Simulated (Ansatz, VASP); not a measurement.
One calculation of Pd, two programs

INCAR

```
SYSTEM = Pd
PREC = Accurate
ENCUT = 520
EDIFF = 1E-6
ISMEAR = -1
SIGMA = 0.1
LREAL = .False.
LASPH = .True.
NELM = 100
ALGO = Normal
ISIF = 2
LWAVE = .False.
LCHARG = .False.
NBANDS = 11
```

Contents of KPOINTS:

```
Automatic mesh
0
Gamma
  23 23 23
  0 0 0
```

The input POSCAR:

```
Pd
1.0
    0.0000000000      1.8684803829      1.8684803829
    1.8684803829      0.0000000000      1.8684803829
    1.8684803829      1.8684803829      0.0000000000
Pd
1
Direct
    0.0000000000      0.0000000000      0.0000000000
```

Input for Ansatz:

```yaml
crystal:
  lattice:
    - [0.0, 1.8684803829, 1.8684803829]
    - [1.8684803829, 0.0, 1.8684803829]
    - [1.8684803829, 1.8684803829, 0.0]
  atoms:
    - { symbol: Pd, position: [0.0, 0.0, 0.0] }
hamiltonian:
  xc: lda
  pseudopotentials:
    kind: paw
    azcp:
      Pd: "pseudopotentials/Pd.paw.azcp"
basis:
  ecutwfc: 420
  fft_grid_basis: typed
kpoints:
  mp_grid: { grid: [23, 23, 23], shift: [0, 0, 0] }
magnetization:
  spin_polarized: false
scf:
  occupations: { method: fermi_dirac, width: 0.1 }
output:
  stress: true
```

Alike in both runs: task single point; functional LDA; k mesh 23 × 23 × 23; occupations fermi-dirac, width 0.1 eV; no spin polarisation.

|  | VASP | Ansatz |
| --- | --- | --- |
| version | VASP 6.6.1 | Ansatz 0.2.0 |
| potentials or method | VASP PAW LDA potentials, release 64 (Pd), cutoff 520 eV | plane waves (420 eV) with PAW, scalar-relativistic |
| valence electrons in the cell | 10 | 18 |

Ansatz gave:

- pressure (GPa): 23.2

**Question.** Which values does VASP return?

**Answer.** Pressure (GPa): 23.6.

Ansatz warns that its potentials were made for another functional, while VASP's fit it. LDA's correlation is that of Perdew and Zunger in VASP and of Perdew and Wang (1992) in Ansatz. VASP's potentials hold 10 valence electrons a cell and Ansatz's 18, so a difference there can come from the potentials and not from the codes.
